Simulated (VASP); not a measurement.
# ZnF2 (P4_2/mnm) in VASP: further runs

ZnF2 is run at these levels: PBEsol; tasks: single point, relaxation of cell and atoms.

Everything below comes from runs of VASP 6.6.1. Logs are shortened: lines on timing, memory, paths and dates and some standing lists are left out, and cuts for length are marked.

## Step 1: The cell of the first run

It takes space group P4_2/mnm (No. 136, tetragonal). The conventional cell has a = 4.718 Å, b = 4.718 Å, c = 3.128 Å, α = 90.00°, β = 90.00°, γ = 90.00°. Within 2.7 Å of Zn (site symmetry mmm) lie 6 F at 2.03 to 2.04 Å. F (site symmetry m2m) has 3 Zn at 2.03 to 2.04 Å and 1 F at 2.62 Å within 2.7 Å.

## Step 2: Single point, PBEsol

The input, INCAR:

```
SYSTEM = ZnF2
ALGO     = Normal         ! electronic algorithm
EDIFF    = 1E-6           ! SCF threshold, eV
ENCUT    = 600            ! plane-wave cutoff, eV
GGA      = PS             ! functional
GGA_COMPAT= .False.      
ISIF     = 2              ! what is computed and relaxed
ISMEAR   = 0              ! smearing method
LASPH    = .True.         ! aspherical terms in the spheres
LCHARG   = .False.        ! write CHGCAR
LREAL    = .False.        ! projectors in reciprocal space
LWAVE    = .False.        ! write WAVECAR
NBANDS   = 35             ! bands
NELM     = 120            ! most SCF steps
PREC     = Accurate       ! precision mode
SIGMA    = 0.01           ! smearing width, eV
```

The input, KPOINTS:

```
k-points
0
Gamma
  6 6 9
  0 0 0
```

The input, POSCAR:

```
ZnF2
1.0
    4.7176595278      0.0000000000      0.0000000000
    0.0000000000      4.7176595278      0.0000000000
    0.0000000000      0.0000000000      3.1277901475
Zn F
2 4
Direct
    0.0000000000      0.0000000000      0.0000000000
    0.5000000000      0.5000000000      0.5000000000
    0.3038513891      0.3038513891      0.0000000000
    0.6961486109      0.6961486109      0.0000000000
    0.1961486109      0.8038513891      0.5000000000
    0.8038513891      0.1961486109      0.5000000000
```

Potentials or basis: VASP PAW PBE potentials, release 64 (Zn, F).

The run is started by

```bash
$ cat potpaw_PBE.64/Zn/POTCAR potpaw_PBE.64/F/POTCAR > POTCAR
$ mpirun -np 1 vasp_std > vasp.out
```

OUTCAR:

```text
SYSTEM = ZnF2
   EDIFF = 1E-6
   ENCUT = 600
   GGA = PS
   ISIF = 2
   ISMEAR = 0
   LASPH = .True.
   LREAL = .False.
   NELM = 120
   PREC = Accurate

 ion  position               nearest neighbor table
   1  0.000  0.000  0.000-   3 2.03   4 2.03   5 2.04   6 2.04   5 2.04   6 2.04
   2  0.500  0.500  0.500-   5 2.03   6 2.03   3 2.04   4 2.04   3 2.04   4 2.04
   3  0.304  0.304  0.000-   1 2.03   2 2.04   2 2.04
   4  0.696  0.696  0.000-   1 2.03   2 2.04   2 2.04
   5  0.196  0.804  0.500-   2 2.03   1 2.04   1 2.04
   6  0.804  0.196  0.500-   2 2.03   1 2.04   1 2.04

  LATTYP: Found a simple tetragonal cell.
 ALAT       =     4.7176595278
 C/A-ratio  =     0.6629961592

  Lattice vectors:

 A1 = (   4.7176595278,   0.0000000000,   0.0000000000)
 A2 = (   0.0000000000,   4.7176595278,   0.0000000000)
 A3 = (   0.0000000000,   0.0000000000,   3.1277901475)

Analysis of symmetry for initial positions (statically):
=====================================================================
 Subroutine PRICEL returns:
 Original cell was already a primitive cell.

 Routine SETGRP: Setting up the symmetry group for a
 simple tetragonal supercell.

 Subroutine GETGRP returns: Found 16 space group operations
 (whereof  8 operations were pure point group operations)
 out of a pool of 16 trial point group operations.

The static configuration has the point symmetry D_2h.
 The point group associated with its full space group is D_4h.

Analysis of symmetry for dynamics (positions and initial velocities):
=====================================================================
 Subroutine PRICEL returns:
 Original cell was already a primitive cell.

 Routine SETGRP: Setting up the symmetry group for a
 simple tetragonal supercell.

 Subroutine GETGRP returns: Found 16 space group operations
 (whereof  8 operations were pure point group operations)
 out of a pool of 16 trial point group operations.

The dynamic configuration has the point symmetry D_2h.
 The point group associated with its full space group is D_4h.

 Subroutine INISYM returns: Found 16 space group operations
 (whereof  8 operations are pure point group operations),
 and found     1 'primitive' translations

----------------------------------------------------------------------------------------

                                     Primitive cell

  volume of cell :      69.6131

  direct lattice vectors                    reciprocal lattice vectors
     4.717659528  0.000000000  0.000000000     0.211969515  0.000000000  0.000000000
     0.000000000  4.717659528  0.000000000     0.000000000  0.211969515  0.000000000
     0.000000000  0.000000000  3.127790147     0.000000000  0.000000000  0.319714544

  length of vectors
     4.717659528  4.717659528  3.127790147     0.211969515  0.211969515  0.319714544

  position of ions in fractional coordinates (direct lattice)
     0.000000000  0.000000000  0.000000000
     0.500000000  0.500000000  0.500000000
     0.303851389  0.303851389  0.000000000
     0.696148611  0.696148611  0.000000000
     0.196148611  0.803851389  0.500000000
     0.803851389  0.196148611  0.500000000

  ion indices of the primitive-cell ions
   primitive index   ion index
                 1           1
                 2           2
                 3           3
                 4           4
                 5           5
                 6           6

----------------------------------------------------------------------------------------

 KPOINTS: k-points

Automatic generation of k-mesh.
 Grid dimensions read from file:
 generate k-points for:    6    6    9

 Generating k-lattice:

  Cartesian coordinates                     Fractional coordinates (reciprocal lattice)
     0.035328252  0.000000000  0.000000000     0.166666667  0.000000000  0.000000000
     0.000000000  0.035328252  0.000000000     0.000000000  0.166666667  0.000000000
     0.000000000  0.000000000  0.035523838     0.000000000  0.000000000  0.111111111

  Length of vectors
     0.035328252  0.035328252  0.035523838

  Shift w.r.t. Gamma in fractional coordinates (k-lattice)
     0.000000000  0.000000000  0.000000000

 Subroutine IBZKPT returns following result:
 ===========================================

 Found     50 irreducible k-points:

 Following reciprocal coordinates:
            Coordinates               Weight
  0.000000  0.000000  0.000000      1.000000
  0.166667  0.000000  0.000000      4.000000
  0.333333  0.000000  0.000000      4.000000
  0.500000  0.000000  0.000000      2.000000
  0.166667  0.166667  0.000000      4.000000
  0.333333  0.166667  0.000000      8.000000
[... 16 lines left out ...]
  0.333333  0.000000  0.222222      8.000000
  0.500000  0.000000  0.222222      4.000000
 [... further k-points ...]
   k-points           NKPTS =     50   k-points in BZ     NKDIM =     50   number of bands    NBANDS=     35
   number of dos      NEDOS =    301   number of ions     NIONS =      6
   total plane-waves  NPLWV =  44800
   dimension x,y,z NGX =    40 NGY =   40 NGZ =   28
   dimension x,y,z NGXF=    80 NGYF=   80 NGZF=   56
   ions per type =               2   4
   NGX,Y,Z   is equivalent  to a cutoff of  14.10, 14.10, 14.88 a.u.
   NGXF,Y,Z  is equivalent  to a cutoff of  28.19, 28.19, 29.76 a.u.
 SYSTEM =  ZnF2
   PREC   = accura    normal or accurate (medium, high low for compatibility)
   ISTART =      0    job   : 0-new  1-cont  2-samecut
   ICHARG =      2    charge: 1-file 2-atom 10-const
   ISPIN  =      1    spin polarized calculation?
   LNONCOLLINEAR =      F non collinear calculations
   LSORBIT =      F    spin-orbit coupling
   LASPH  =      T    aspherical Exc in radial PAW
   ENCUT  =  600.0 eV  44.10 Ry    6.64 a.u.   9.42  9.42  6.25*2*pi/ulx,y,z
   NELM   =    120;   NELMIN=  2; NELMDL= -5     # of ELM steps
   EDIFF  = 0.1E-05   stopping-criterion for ELM
   LREAL  =      F    real-space projection
   EDIFFG = 0.1E-04   stopping-criterion for IOM
   NSW    =      0    number of steps for IOM
   IBRION =     -1    ionic relax: 0-MD 1-quasi-New 2-CG
   NFREE  =      0    steps in history (QN), initial steepest desc. (CG)
   ISIF   =      2    stress and relaxation
   ISYM   =      2    0-nonsym 1-usesym 2-fastsym
   POTIM  = 0.5000    time-step for ionic-motion
   TEBEG  =    0.0;   TEEND  =   0.0 temperature during run
   PSTRESS=    0.0 pullay stress
   NELECT =      52.0000    total number of electrons
   NUPDOWN=      -1.0000    fix difference up-down
   EMIN   =  10.00;   EMAX   =-10.00  energy-range for DOS
   EFERMI =   0.00;   METHOD = LEGACY
   ISMEAR =     0;   SIGMA  =   0.01  broadening in eV -4-tet -1-fermi 0-gaus
   EFERMI_NEDOS =   21; number of points for ismear=-14 and -15
   IALGO  =     38    algorithm
   IMIX   =      4    mixing-type and parameters
     AMIX     =   0.40;   BMIX     =  1.00
     AMIX_MAG =   1.60;   BMIX_MAG =  1.00
  volume/ion in A,a.u.               =      11.60        78.30
  Fermi-wavevector in a.u.,A,eV,Ry     =   1.485408  2.807014 30.020386  2.206436
  Thomas-Fermi vector in A             =   2.598823
   LORBIT       =      0    0 simple, 1 ext, 2 COOP (PROOUT), +10 PAW based schemes
   GGA     = PS    functional components
   LHFCALC =     F    Hartree Fock is set to
   AEXX    =    0.0000 exact exchange contribution
   IVDW    =     0    specifies the selected vdW correction
   LEPSILON=     F    determine dielectric tensor
   LRPA    =     F    only Hartree local field effects (RPA)
 non-spin polarized calculation
 Gauss-broadening in eV      SIGMA  =   0.01
  energy-cutoff  :      600.00
  volume of cell :       69.61
 maximum number of plane-waves:      2343
 NGX is ok and might be reduce to    40
   NGX = 19   NGY = 19   NGZ = 13

 number of electron      52.0000003 magnetization

 Free energy of the ion-electron system (eV)
  ---------------------------------------------------
  ext. energy  EPLUGINS =         0.00000000
  ---------------------------------------------------
  free energy    TOTEN  =       -24.71929096 eV

  energy without entropy =      -24.71929096  energy(sigma->0) =      -24.71929096

 E-fermi :  -1.1711     XC(G=0): -10.5308

 val. band max:       -1.2972575557   @ k =   0.0000   0.0000   0.0000
 cond. band min:       2.0734566518   @ k =   0.0000   0.0000   0.0000
 fundamental gap:      3.3707142075
 Fermi energy:        -1.1710810870

 k-point     1 :       0.0000    0.0000    0.0000
  band No.  band energies     occupation
      1     -23.0591      2.00000
      2     -22.2672      2.00000
      3     -22.2672      2.00000
      4     -22.2374      2.00000
      5      -7.5845      2.00000
      6      -6.6623      2.00000
[... 27 lines left out ...]
     34      13.5066      0.00000
     35      13.5066      0.00000

 k-point     2 :       0.1667    0.0000    0.0000
  band No.  band energies     occupation
      1     -23.0160      2.00000
      2     -22.3676      2.00000
      3     -22.2582      2.00000
      4     -22.1954      2.00000
      5      -7.4504      2.00000
      6      -6.6226      2.00000
[... 27 lines left out ...]
     34      14.1012      0.00000
     35      14.1132      0.00000

 k-point     3 :       0.3333    0.0000    0.0000
  band No.  band energies     occupation
      1     -22.8953      2.00000
      2     -22.5326      2.00000
      3     -22.2346      2.00000
      4     -22.1869      2.00000
      5      -7.0921      2.00000
      6      -6.5519      2.00000
[... 27 lines left out ...]
     34      14.6096      0.00000
     35      14.7133      0.00000

 k-point     4 :       0.5000    0.0000    0.0000
  band No.  band energies     occupation
      1     -22.7219      2.00000
      2     -22.7219      2.00000
      3     -22.2059      2.00000
      4     -22.2059      2.00000
      5      -6.6824      2.00000
      6      -6.6824      2.00000
[... 27 lines left out ...]
     34      14.1209      0.00000
     35      15.2427      0.00000

 k-point     5 :       0.1667    0.1667    0.0000
  band No.  band energies     occupation
      1     -22.9754      2.00000
      2     -22.4032      2.00000
      3     -22.2784      2.00000
      4     -22.1857      2.00000
      5      -7.3638      2.00000
      6      -6.5742      2.00000
[... 638 lines left out ...]
 k-point    22 :       0.1667    0.0000    0.2222
  band No.  band energies     occupation
      1     -22.8643      2.00000
      2     -22.3393      2.00000
      3     -22.2426      2.00000
      4     -22.2145      2.00000
      5      -7.0924      2.00000
      6      -6.4564      2.00000
[... 27 lines left out ...]
     34      13.1460      0.00000
     35      13.3214      0.00000

 k-point    23 :       0.3333    0.0000    0.2222
  band No.  band energies     occupation
      1     -22.7634      2.00000
      2     -22.4679      2.00000
      3     -22.2300      2.00000
      4     -22.2064      2.00000
      5      -6.7926      2.00000
      6      -6.3142      2.00000
[... 27 lines left out ...]
     34      13.1935      0.00000
     35      13.6609      0.00000

 k-point    24 :       0.5000    0.0000    0.2222
  band No.  band energies     occupation
      1     -22.6204      2.00000
      2     -22.6204      2.00000
      3     -22.2152      2.00000
      4     -22.2152      2.00000
      5      -6.4124      2.00000
      6      -6.4124      2.00000
[... 27 lines left out ...]
     34      12.8768      0.00000
     35      14.8463      0.00000

 [... further k-points ...]
[... 5 lines left out ...]
  --------------------------------------------------------------------------------------
  -------------------------------------------------------------------------------------
  Total        0.1894912      0.1894912      0.3397992      0.0000000      0.0000000      0.0000000
  in kB        4.3612283      4.3612283      7.8206368      0.0000000      0.0000000      0.0000000
  external PRESSURE =       5.5143645 kB  Pullay stress =       0.0000000 kB

 VOLUME and BASIS-vectors are now :
 -----------------------------------------------------------------------------
  energy-cutoff  :      600.00
  volume of cell :       69.61
      direct lattice vectors                 reciprocal lattice vectors
     4.717659528  0.000000000  0.000000000     0.211969515  0.000000000  0.000000000
     0.000000000  4.717659528  0.000000000     0.000000000  0.211969515  0.000000000
     0.000000000  0.000000000  3.127790147     0.000000000  0.000000000  0.319714544

 POSITION                                       TOTAL-FORCE (eV/Angst)
 -----------------------------------------------------------------------------------
      0.00000      0.00000      0.00000         0.000000      0.000000      0.000000
      2.35883      2.35883      1.56390         0.000000      0.000000      0.000000
      1.43347      1.43347      0.00000        -0.011150     -0.011150     -0.000000
      3.28419      3.28419      0.00000         0.011150      0.011150      0.000000
      0.92536      3.79230      1.56390         0.011150     -0.011150      0.000000
      3.79230      0.92536      1.56390        -0.011150      0.011150      0.000000
 -----------------------------------------------------------------------------------
    total drift:                               -0.000000     -0.000000     -0.000000

  FREE ENERGIE OF THE ION-ELECTRON SYSTEM (eV)
  ---------------------------------------------------
  free  energy   TOTEN  =       -24.7192909614 eV

  energy  without entropy=      -24.7192909614  energy(sigma->0) =      -24.71929096
```

Wall time 98 s (1 thread of Intel Xeon Platinum 8488C (Sapphire Rapids), shared host); peak memory 0.26 GiB.

Results:

| Item | Value |
| --- | --- |
| Free energy | -24.7193 eV |
| Pressure | 0.6 GPa |
| Largest force | 0.016 eV/Å |
| Band gap on the k mesh | 3.37 eV |

Forces in eV/Å, atoms in the order of the input:
```
Zn   0.000  0.000  0.000
Zn   0.000  0.000  0.000
F   -0.011 -0.011  0.000
F    0.011  0.011  0.000
F    0.011 -0.011  0.000
F   -0.011  0.011  0.000
```

Caveat: the PAW data sets were made with another functional, which shifts forces and pressure a little.

## Step 3: Relaxation of cell and atoms, PBEsol

This run uses another cell than the first one, of 11.56 Å³/atom.

The input, INCAR:

```
ALGO = Normal
EDIFF = 1E-7
EDIFFG = -0.002
ENCUT = 600
GGA = PS
GGA_COMPAT = False
IBRION = 2
ISIF = 3
ISMEAR = 0
LASPH = True
LCHARG = False
LREAL = False
LWAVE = False
NELM = 120
NELMIN = 4
NSW = 80
PREC = Accurate
SIGMA = 0.01
```

The input, KPOINTS:

```
k-points
0
Gamma
  6 6 9
```

The input, POSCAR:

```
ZnF2
1.0
    4.7040000000      0.0000000000      0.0000000000
    0.0000000000      4.7040000000      0.0000000000
    0.0000000000      0.0000000000      3.1340000000
Zn F
2 4
Direct
    0.0000000000      0.0000000000      0.0000000000
    0.5000000000      0.5000000000      0.5000000000
    0.3030000000      0.3030000000      0.0000000000
    0.6970000000      0.6970000000      0.0000000000
    0.1970000000      0.8030000000      0.5000000000
    0.8030000000      0.1970000000      0.5000000000
```

Potentials or basis: VASP PAW PBE potentials, release 64 (Zn, F).

The run is started by

```bash
$ cat potpaw_PBE.64/Zn/POTCAR potpaw_PBE.64/F/POTCAR > POTCAR
$ mpirun -np 1 vasp_std > vasp.out
```

Run time: 4.5 min. Hardware: 1 thread of Intel Xeon Platinum 8488C (Sapphire Rapids), shared host; peak memory 0.27 GiB.

Results (log left out):

| Item | Value |
| --- | --- |
| Free energy | -24.7191 eV |
| Relaxed volume | 11.65 Å³/atom |
| Relaxed cell | a = 4.719 Å, b = 4.719 Å, c = 3.138 Å, α = 90.00°, β = 90.00°, γ = 90.00° |
| Space group after relaxing (to 0.1 Å) | P4_2/mnm (No. 136) |
| Energy gained by relaxing | 0.3 meV/atom |
| Ionic steps | 5 |
| Pressure after relaxing | 0.0 GPa |
| Band gap on the k mesh | 3.35 eV |

Step by step:
```csv
step,energy change (eV),largest force (eV/Å),pressure (GPa),volume (Å³)
1,0.0000,0.0290,0.78,69.35
2,-0.0014,0.0300,-0.13,69.91
3,-0.0014,0.0300,-0.06,69.87
4,-0.0016,0.0172,-0.03,69.88
5,-0.0017,0.0008,0.00,69.89
```

Final structure:
```
Zn F
1.0
     4.71901    0.00000    0.00000
     0.00000    4.71901    0.00000
     0.00000    0.00000    3.13824
Zn F
2 4
Cartesian
  0.0000 0.0000 0.0000
  2.3595 2.3595 1.5691
  1.4333 1.4333 0.0000
  3.2857 3.2857 0.0000
  0.9262 3.7928 1.5691
  3.7928 0.9262 1.5691
```

Levels at points of the mesh, in eV from the valence-band top:
```csv
k point,band 22,band 23,band 24,band 25,band 26,band 27,band 28,band 29,band 30,band 31
"(0.00, 0.00, 0.00)",-1.50,-1.14,-0.32,-0.32,0.00,3.35,9.20,9.47,9.47,13.29
"(0.50, 0.00, 0.00)",-1.56,-0.63,-0.63,-0.40,-0.40,5.97,5.97,10.39,10.39,12.78
"(0.50, 0.50, 0.00)",-1.58,-1.22,-1.22,-0.33,-0.33,6.90,6.90,9.03,9.03,14.30
```

Caveat: the PAW data sets were made with another functional, which shifts forces and pressure a little.
